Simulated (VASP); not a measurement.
# InP (F-43m) in VASP: further runs

InP is run at these levels: B3LYP, PBE-based screened hybrid with 25 % exact exchange, LDA; tasks: single point, relaxation of cell and atoms.

Program: VASP 6.6.1. These are calculated values, not measurements. Logs are shortened: lines on timing, memory, paths and dates and some standing lists are left out, and cuts for length are marked.

### 1 The cell of the first run

The structure is cubic, space group F-43m (No. 216). The conventional cell has a = 5.900 Å, b = 5.900 Å, c = 5.900 Å, α = 90.00°, β = 90.00°, γ = 90.00°. Within 3.4 Å of In (site symmetry -43m) lie 4 P at 2.55 Å. P (site symmetry -43m) has 4 In at 2.55 Å within 3.4 Å.

### 2 Single point, B3LYP

POSCAR reads:

```
InP
1.0
    0.0000000000      2.9499078504      2.9499078504
    2.9499078504      0.0000000000      2.9499078504
    2.9499078504      2.9499078504      0.0000000000
In P
1 1
Direct
    0.0000000000      0.0000000000      0.0000000000
    0.7500000000      0.7500000000      0.7500000000
```

INCAR.step1 reads:

```
ALGO = Normal
EDIFF = 1E-5
ENCUT = 520
GGA = PE
ISIF = 2
ISMEAR = -1
LASPH = True
LCHARG = False
LREAL = False
LWAVE = True
NBANDS = 16
NELM = 60
PREC = Accurate
SIGMA = 0.05
```

INCAR.step2 reads:

```
AEXX = 0.2
AGGAC = 0.81
AGGAX = 0.72
ALDAC = 0.19
ALGO = Normal
EDIFF = 1E-6
ENCUT = 520
GGA = B3
ISIF = 2
ISMEAR = -1
ISTART = 1
LASPH = True
LCHARG = False
LHFCALC = True
LREAL = False
LWAVE = False
NBANDS = 16
NELM = 60
PREC = Accurate
PRECFOCK = Normal
SIGMA = 0.05
```

KPOINTS reads:

```
k-points
0
Gamma
  4 4 4
```

Potentials or basis: VASP PAW PBE potentials, release 64 (In_d, P).

On the command line:

```
$ cat potpaw_PBE.64/In_d/POTCAR potpaw_PBE.64/P/POTCAR > POTCAR
$ cp INCAR.step1 INCAR
$ mpirun -np 1 vasp_std > vasp.out
$ cp INCAR.step2 INCAR
$ mpirun -np 1 vasp_std > vasp.out
```

OUTCAR:

```text
AEXX = 0.2
   EDIFF = 1E-6
   ENCUT = 520
   GGA = B3
   ISIF = 2
   ISMEAR = -1
   ISTART = 1
   LASPH = True
   LHFCALC = True
   LREAL = False
   NELM = 60
   PREC = Accurate
   PRECFOCK = Normal

 ion  position               nearest neighbor table
   1  0.000  0.000  0.000-   2 2.55   2 2.55   2 2.55   2 2.55
   2  0.750  0.750  0.750-   1 2.55   1 2.55   1 2.55   1 2.55

  LATTYP: Found a face centered cubic cell.
 ALAT       =     5.8998157008

  Lattice vectors:

 A1 = (   0.0000000000,   2.9499078504,   2.9499078504)
 A2 = (   2.9499078504,   0.0000000000,   2.9499078504)
 A3 = (   2.9499078504,   2.9499078504,   0.0000000000)

Analysis of symmetry for initial positions (statically):
=====================================================================
 Subroutine PRICEL returns:
 Original cell was already a primitive cell.

 Routine SETGRP: Setting up the symmetry group for a
 face centered cubic supercell.

 Subroutine GETGRP returns: Found 24 space group operations
 (whereof 24 operations were pure point group operations)
 out of a pool of 48 trial point group operations.

The static configuration has the point symmetry T_d .

Analysis of symmetry for dynamics (positions and initial velocities):
=====================================================================
 Subroutine PRICEL returns:
 Original cell was already a primitive cell.

 Routine SETGRP: Setting up the symmetry group for a
 face centered cubic supercell.

 Subroutine GETGRP returns: Found 24 space group operations
 (whereof 24 operations were pure point group operations)
 out of a pool of 48 trial point group operations.

The dynamic configuration has the point symmetry T_d .

 Subroutine INISYM returns: Found 24 space group operations
 (whereof 24 operations are pure point group operations),
 and found     1 'primitive' translations

----------------------------------------------------------------------------------------

                                     Primitive cell

  volume of cell :      51.3399

  direct lattice vectors                    reciprocal lattice vectors
     0.000000000  2.949907850  2.949907850    -0.169496820  0.169496820  0.169496820
     2.949907850  0.000000000  2.949907850     0.169496820 -0.169496820  0.169496820
     2.949907850  2.949907850  0.000000000     0.169496820  0.169496820 -0.169496820

  length of vectors
     4.171799690  4.171799690  4.171799690     0.293577104  0.293577104  0.293577104

  position of ions in fractional coordinates (direct lattice)
     0.000000000  0.000000000  0.000000000
     0.750000000  0.750000000  0.750000000

  ion indices of the primitive-cell ions
   primitive index   ion index
                 1           1
                 2           2

----------------------------------------------------------------------------------------

 KPOINTS: k-points

Automatic generation of k-mesh.
 Grid dimensions read from file:
 generate k-points for:    4    4    4

 Generating k-lattice:

  Cartesian coordinates                     Fractional coordinates (reciprocal lattice)
    -0.042374205  0.042374205  0.042374205     0.250000000  0.000000000  0.000000000
     0.042374205 -0.042374205  0.042374205     0.000000000  0.250000000  0.000000000
     0.042374205  0.042374205 -0.042374205     0.000000000  0.000000000  0.250000000

  Length of vectors
     0.073394276  0.073394276  0.073394276

  Shift w.r.t. Gamma in fractional coordinates (k-lattice)
     0.000000000  0.000000000  0.000000000

 Subroutine IBZKPT returns following result:
 ===========================================

 Found      8 irreducible k-points:

 Following reciprocal coordinates:
            Coordinates               Weight
  0.000000  0.000000  0.000000      1.000000
  0.250000  0.000000  0.000000      8.000000
  0.500000  0.000000  0.000000      4.000000
  0.250000  0.250000  0.000000      6.000000
  0.500000  0.250000  0.000000     24.000000
 -0.250000  0.250000  0.000000     12.000000
  0.500000  0.500000  0.000000      3.000000
 -0.250000  0.500000  0.250000      6.000000
   k-points           NKPTS =      8   k-points in BZ     NKDIM =     64   number of bands    NBANDS=     16
   number of dos      NEDOS =    301   number of ions     NIONS =      2
   total plane-waves  NPLWV =  32768
   dimension x,y,z NGX =    32 NGY =   32 NGZ =   32
   dimension x,y,z NGXF=    64 NGYF=   64 NGZF=   64
   ions per type =               1   1
   NGX,Y,Z   is equivalent  to a cutoff of  12.75, 12.75, 12.75 a.u.
   NGXF,Y,Z  is equivalent  to a cutoff of  25.50, 25.50, 25.50 a.u.
 SYSTEM =  unknown system
   PREC   = accura    normal or accurate (medium, high low for compatibility)
   ISTART =      1    job   : 0-new  1-cont  2-samecut
   ICHARG =      0    charge: 1-file 2-atom 10-const
   ISPIN  =      1    spin polarized calculation?
   LNONCOLLINEAR =      F non collinear calculations
   LSORBIT =      F    spin-orbit coupling
   LASPH  =      T    aspherical Exc in radial PAW
   ENCUT  =  520.0 eV  38.22 Ry    6.18 a.u.   7.76  7.76  7.76*2*pi/ulx,y,z
   NELM   =     60;   NELMIN=  2; NELMDL=  0     # of ELM steps
   EDIFF  = 0.1E-05   stopping-criterion for ELM
   LREAL  =      F    real-space projection
   EDIFFG = 0.1E-04   stopping-criterion for IOM
   NSW    =      0    number of steps for IOM
   IBRION =     -1    ionic relax: 0-MD 1-quasi-New 2-CG
   NFREE  =      0    steps in history (QN), initial steepest desc. (CG)
   ISIF   =      2    stress and relaxation
   ISYM   =      3    0-nonsym 1-usesym 2-fastsym
   POTIM  = 0.5000    time-step for ionic-motion
   TEBEG  =    0.0;   TEEND  =   0.0 temperature during run
   PSTRESS=    0.0 pullay stress
   NELECT =      18.0000    total number of electrons
   NUPDOWN=      -1.0000    fix difference up-down
   EMIN   =  10.00;   EMAX   =-10.00  energy-range for DOS
   EFERMI =   0.00;   METHOD = LEGACY
   ISMEAR =    -1;   SIGMA  =   0.05  broadening in eV -4-tet -1-fermi 0-gaus
   EFERMI_NEDOS =   21; number of points for ismear=-14 and -15
   IALGO  =     38    algorithm
   IMIX   =      1    mixing-type and parameters
     AMIX     =   0.40;   BMIX     =  1.00
     AMIX_MAG =   1.60;   BMIX_MAG =  1.00
  volume/ion in A,a.u.               =      25.67       173.23
  Fermi-wavevector in a.u.,A,eV,Ry     =   1.154376  2.181454 18.130899  1.332584
  Thomas-Fermi vector in A             =   2.291013
   LORBIT       =      0    0 simple, 1 ext, 2 COOP (PROOUT), +10 PAW based schemes
   GGA     = B3    functional components
   LHFCALC =     T    Hartree Fock is set to
   PRECFOCK=normal    Normal, Fast or Accurate (Low or Medium for compatibility)
   ENCUT4O =  -1.0   cutoff for four orbital integrals eV
   NKREDX  =     1    reduce k-point grid by
   NKREDY  =     1    reduce k-point grid by
   NKREDZ  =     1    reduce k-point grid by
   AEXX    =    0.2000 exact exchange contribution
   HFSCREEN=    0.0000 screening length (either q_TF or 0.3 A-1)
   HFSCREENC=   0.0000 screening length for correlation (either q_TF or 0.3 A-1)
   ENCUTFOCK=  -1.0 apply spherical cutoff to Coloumb kernel
   IVDW    =     0    specifies the selected vdW correction
   LEPSILON=     F    determine dielectric tensor
   LRPA    =     F    only Hartree local field effects (RPA)
 non-spin polarized calculation
  energy-cutoff  :      520.00
  volume of cell :       51.34
 maximum number of plane-waves:      1411
 NGX is ok and might be reduce to    32
  NGX = 24; NGY = 24; NGZ = 24

 number of electron      18.0000009 magnetization

 Free energy of the ion-electron system (eV)
  ---------------------------------------------------
  ext. energy  EPLUGINS =         0.00000000
  ---------------------------------------------------
  free energy    TOTEN  =        -9.20382877 eV

  energy without entropy =       -9.20382877  energy(sigma->0) =       -9.20382877

 E-fermi :   5.4722     XC(G=0):  -7.2980

 val. band max:        4.5855367772   @ k =   0.0000   0.0000   0.0000
 cond. band min:       6.3045478941   @ k =   0.0000   0.0000   0.0000
 fundamental gap:      1.7190111169
 Fermi energy:         5.4721840996

 k-point     1 :       0.0000    0.0000    0.0000
  band No.  band energies     occupation
      1     -11.0413      2.00000
      2     -11.0413      2.00000
      3     -11.0413      2.00000
      4     -10.8902      2.00000
      5     -10.8902      2.00000
      6      -7.8136      2.00000
[... 8 lines left out ...]
     15      15.5753      0.00000
     16      15.5753      0.00000

 k-point     2 :       0.2500    0.0000    0.0000
  band No.  band energies     occupation
      1     -11.0946      2.00000
      2     -11.0193      2.00000
      3     -11.0193      2.00000
      4     -10.8881      2.00000
      5     -10.8881      2.00000
      6      -7.1175      2.00000
[... 8 lines left out ...]
     15      14.6668      0.00000
     16      15.1869      0.00000

 k-point     3 :       0.5000    0.0000    0.0000
  band No.  band energies     occupation
      1     -11.1446      2.00000
      2     -11.0039      2.00000
      3     -11.0039      2.00000
      4     -10.8790      2.00000
      5     -10.8790      2.00000
      6      -6.0521      2.00000
[... 8 lines left out ...]
     15      16.8498      0.00000
     16      16.8498      0.00000

 k-point     4 :       0.2500    0.2500    0.0000
  band No.  band energies     occupation
      1     -11.1324      2.00000
      2     -10.9935      2.00000
      3     -10.9935      2.00000
      4     -10.9110      2.00000
      5     -10.8747      2.00000
      6      -6.8854      2.00000
[... 8 lines left out ...]
     15      16.1643      0.00000
     16      18.2087      0.00000

 k-point     5 :       0.5000    0.2500    0.0000
  band No.  band energies     occupation
      1     -11.1681      2.00000
      2     -10.9821      2.00000
      3     -10.9715      2.00000
      4     -10.9086      2.00000
      5     -10.8718      2.00000
      6      -5.7789      2.00000
[... 8 lines left out ...]
     15      16.9860      0.00000
     16      18.1464      0.00000

 k-point     6 :      -0.2500    0.2500    0.0000
  band No.  band energies     occupation
      1     -11.1410      2.00000
      2     -10.9970      2.00000
      3     -10.9915      2.00000
      4     -10.8915      2.00000
      5     -10.8860      2.00000
      6      -6.1761      2.00000
[... 8 lines left out ...]
     15      16.4415      0.00000
     16      18.0446      0.00000

 k-point     7 :       0.5000    0.5000    0.0000
  band No.  band energies     occupation
      1     -11.2089      2.00000
      2     -10.9436      2.00000
      3     -10.9436      2.00000
      4     -10.9361      2.00000
      5     -10.8591      2.00000
      6      -5.3728      2.00000
[... 8 lines left out ...]
     15      17.0452      0.00000
     16      17.9947      0.00000

 k-point     8 :      -0.2500    0.5000    0.2500
  band No.  band energies     occupation
      1     -11.1771      2.00000
      2     -10.9844      2.00000
      3     -10.9502      2.00000
      4     -10.9096      2.00000
      5     -10.8770      2.00000
      6      -5.3013      2.00000
[... 8 lines left out ...]
     15      17.5246      0.00000
     16      18.1274      0.00000

------------------------ aborting loop because EDIFF is reached ----------------------------------------

  FORCE on cell =-STRESS in cart. coord.  units (eV):
  Direction    XX          YY          ZZ          XY          YZ          ZX
  --------------------------------------------------------------------------------------
  -------------------------------------------------------------------------------------
  Total        0.9346351      0.9346351      0.9346351     -0.0000000      0.0000000      0.0000000
  in kB       29.1673750     29.1673750     29.1673750     -0.0000000      0.0000000      0.0000000
  external PRESSURE =      29.1673750 kB  Pullay stress =       0.0000000 kB

 VOLUME and BASIS-vectors are now :
 -----------------------------------------------------------------------------
  energy-cutoff  :      520.00
  volume of cell :       51.34
      direct lattice vectors                 reciprocal lattice vectors
     0.000000000  2.949907850  2.949907850    -0.169496820  0.169496820  0.169496820
     2.949907850  0.000000000  2.949907850     0.169496820 -0.169496820  0.169496820
     2.949907850  2.949907850  0.000000000     0.169496820  0.169496820 -0.169496820

 POSITION                                       TOTAL-FORCE (eV/Angst)
 -----------------------------------------------------------------------------------
      0.00000      0.00000      0.00000         0.000000     -0.000000     -0.000000
      4.42486      4.42486      4.42486        -0.000000      0.000000      0.000000
 -----------------------------------------------------------------------------------
    total drift:                                0.000002      0.000017      0.000015

  FREE ENERGIE OF THE ION-ELECTRON SYSTEM (eV)
  ---------------------------------------------------
  free  energy   TOTEN  =        -9.2038287707 eV

  energy  without entropy=       -9.2038287674  energy(sigma->0) =       -9.20382877
```

It took 7.7 min on 1 thread of AMD EPYC 7R13 (Zen 3), shared host; peak memory 0.15 GiB.

Results:

```
Free energy            : -9.2038 eV
Pressure               : 2.9 GPa
Band gap on the k mesh : 1.72 eV
```

Levels at points of the mesh, in eV from the valence-band top:
| k point | band 7 | band 8 | band 9 | band 10 | band 11 | band 12 |
| --- | --- | --- | --- | --- | --- | --- |
| (0.00, 0.00, 0.00) | 0.00 | 0.00 | 0.00 | 1.72 | 5.36 | 5.36 |
| (0.50, 0.00, 0.00) | -6.07 | -1.02 | -1.02 | 2.62 | 6.13 | 6.13 |
| (0.50, 0.50, 0.00) | -6.13 | -2.43 | -2.43 | 2.97 | 3.50 | 10.66 |

Caveat: the k points lie up to 0.46 Å⁻¹ apart; the PAW data sets were made with another functional, which shifts forces and pressure a little; spin-orbit coupling is left out, which moves the levels of the heavy elements.

### 3 Single point, PBE-based screened hybrid with 25 % exact exchange

This run uses another cell than the first one, of 25.17 Å³/atom.

POSCAR reads:

```
InP
1.0
    0.0000000000      2.9305000000      2.9305000000
    2.9305000000      0.0000000000      2.9305000000
    2.9305000000      2.9305000000      0.0000000000
In P
1 1
Direct
    0.0000000000      0.0000000000      0.0000000000
    0.7500000000      0.7500000000      0.7500000000
```

INCAR.step1 reads:

```
SYSTEM = InP
PREC = Accurate ; ENCUT = 520
EDIFF = 1E-5 ; ISMEAR = -1
SIGMA = 0.05 ; LREAL = .FALSE.
LASPH = .TRUE. ; NELM = 60
ALGO = Normal ; ISIF = 2
LWAVE = .TRUE. ; LCHARG = .FALSE.
NBANDS = 16 ; GGA = PE
```

INCAR.step2 reads:

```
SYSTEM = InP
PREC = Accurate ; ENCUT = 520
EDIFF = 1E-7 ; ISMEAR = -1
SIGMA = 0.05 ; LREAL = .FALSE.
LASPH = .TRUE. ; NELM = 60
ALGO = Normal ; ISIF = 2
LWAVE = .FALSE. ; LCHARG = .FALSE.
GGA = PE ; LHFCALC = .TRUE.
AEXX = 0.25 ; HFSCREEN = 0.3
PRECFOCK = Normal ; NBANDS = 16
ISTART = 1
```

KPOINTS reads:

```
regular mesh
0
G
  4 4 4
  0 0 0
```

Potentials or basis: VASP PAW PBE potentials, release 64 (In_d, P).

On the command line:

```
$ cat potpaw_PBE.64/In_d/POTCAR potpaw_PBE.64/P/POTCAR > POTCAR
$ cp INCAR.step1 INCAR
$ mpirun -np 1 vasp_std > vasp.out
$ cp INCAR.step2 INCAR
$ mpirun -np 1 vasp_std > vasp.out
```

Wall time 7.7 min (1 thread of AMD EPYC 7R43 (Zen 3), shared host); peak memory 0.25 GiB.

It converged, with:

| Property | Result |
| --- | --- |
| Free energy | -9.5827 eV |
| Pressure | 1.8 GPa |
| Band gap on the k mesh | 1.35 eV |

Levels at points of the mesh, in eV from the valence-band top:
| k point | band 5 | band 6 | band 7 | band 8 | band 9 | band 10 | band 11 | band 12 | band 13 | band 14 |
| --- | --- | --- | --- | --- | --- | --- | --- | --- | --- | --- |
| (0.00, 0.00, 0.00) | -15.65 | -12.62 | 0.00 | 0.00 | 0.00 | 1.35 | 4.72 | 4.72 | 4.72 | 9.38 |
| (0.50, 0.00, 0.00) | -15.64 | -10.75 | -6.15 | -1.04 | -1.04 | 2.10 | 5.45 | 5.45 | 7.83 | 10.37 |
| (0.50, 0.50, 0.00) | -15.62 | -10.04 | -6.15 | -2.50 | -2.50 | 2.20 | 2.82 | 10.20 | 10.66 | 10.66 |

Caveat: the k points lie up to 0.46 Å⁻¹ apart; the PAW data sets were made with another functional, which shifts forces and pressure a little; spin-orbit coupling is left out, which moves the levels of the heavy elements.

(Continued in part 2 of 2.)
